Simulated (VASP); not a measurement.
Input of a VASP 6.6.1 run:

INCAR

```
PREC = Accurate
ENCUT = 520
EDIFF = 1E-6
ISMEAR = 0
SIGMA = 0.05
LREAL = False
LASPH = True
NELM = 100
ALGO = Normal
ISIF = 2
LWAVE = False
LCHARG = False
GGA = PE
NBANDS = 26
```

KPOINTS

```
Automatic mesh
0
Gamma
  8 8 3
```

File POSCAR:

```
AlN
1.0
   -3.1110021516      0.0000000000      0.0000000000
   -1.5555010758     -2.6942068945      0.0000000000
   -0.3111002152      0.0000000000      9.9560000000
Al N
4 4
Direct
    0.2429583333      0.3333333333      0.9037500000
    0.2929583333      0.3333333333      0.4037500000
    0.6512916667      0.6666666667      0.1537500000
    0.6012916667      0.6666666667      0.6537500000
    0.3237083333      0.3333333333      0.0962500000
    0.2737083333      0.3333333333      0.5962500000
    0.6320416667      0.6666666667      0.3462500000
    0.5820416667      0.6666666667      0.8462500000
```

Potentials or basis: VASP PAW PBE potentials, release 64 (Al, N).

The run is started by

```sh
$ cat potpaw_PBE.64/Al/POTCAR potpaw_PBE.64/N/POTCAR > POTCAR
$ mpirun -np 1 vasp_std > vasp.out
```

Problem. Predict the largest force.

Solution. 0.656 eV/Å.

Problem. What does it give for the pressure?

Solution. 3.6 GPa.

Problem. What does it give for the band gap on the k mesh?

Solution. 4.04 eV, direct.

Forces on the atoms (eV/Å):
```
Al  -0.567  0.054  0.252
Al   0.009  0.000  0.168
Al   0.132 -0.048  0.300
Al  -0.027 -0.006  0.164
N    0.573  0.055 -0.313
N   -0.001 -0.002 -0.174
N    0.020  0.005 -0.170
N   -0.139 -0.058 -0.227
```
